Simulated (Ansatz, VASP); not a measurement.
One calculation of CdO, two programs

Contents of INCAR:

```
PREC = Accurate ; ENCUT = 600
EDIFF = 1E-6 ; ISMEAR = -1
SIGMA = 0.02 ; LREAL = F
LASPH = T ; NELM = 120
ALGO = Normal ; ISIF = 2
LWAVE = F ; LCHARG = T
GGA = PE ; LELF = T
LVHAR = T ; NBANDS = 16
GGA_COMPAT = F
```

Contents of KPOINTS:

```
regular mesh
0
Gamma
  8 8 8
```

POSCAR

```
CdO
1.0
    0.0000000000      2.3840067006      2.3840067006
    2.3840067006      0.0000000000      2.3840067006
    2.3840067006      2.3840067006      0.0000000000
Cd O
1 1
Direct
    0.0000000000      0.0000000000      0.0000000000
    0.5000000000      0.5000000000      0.5000000000
```

Input for Ansatz:

```yaml
crystal:
  lattice:
    - [0.0, 2.3840067006, 2.3840067006]
    - [2.3840067006, 0.0, 2.3840067006]
    - [2.3840067006, 2.3840067006, 0.0]
  atoms:
    - { symbol: Cd, position: [0.0, 0.0, 0.0] }
    - { symbol: O, position: [0.5, 0.5, 0.5] }
kpoints:
  mp_grid: { grid: [8, 8, 8] }
hamiltonian:
  xc: pbe
scf:
  occupations: { method: fermi_dirac, width: 0.02 }
  n_extra_bands: 4
output:
  forces: true
  stress: true
  eigenvalues: true
```

Alike in both runs: task single point; functional PBE; k mesh 8 × 8 × 8; occupations fermi-dirac, width 0.02 eV; no spin polarisation.

|  | VASP | Ansatz |
| --- | --- | --- |
| version | VASP 6.6.1 | Ansatz 0.2.0 |
| potentials or method | VASP PAW PBE potentials, release 64 (Cd, O) | plane waves, PAW |
| plane-wave cutoff (eV) | 600 | 420 |
| valence electrons in the cell | 18 | 26 |

Ansatz gave:

| Item | Value |
| --- | --- |
| pressure (GPa) | 0.0 |

Estimate VASP's values.

pressure (GPa): 1.0.

The functional is the same, so the differences come from potentials, cutoffs and numerics. VASP's potentials hold 18 valence electrons a cell and Ansatz's 26, so a difference there can come from the potentials and not from the codes.
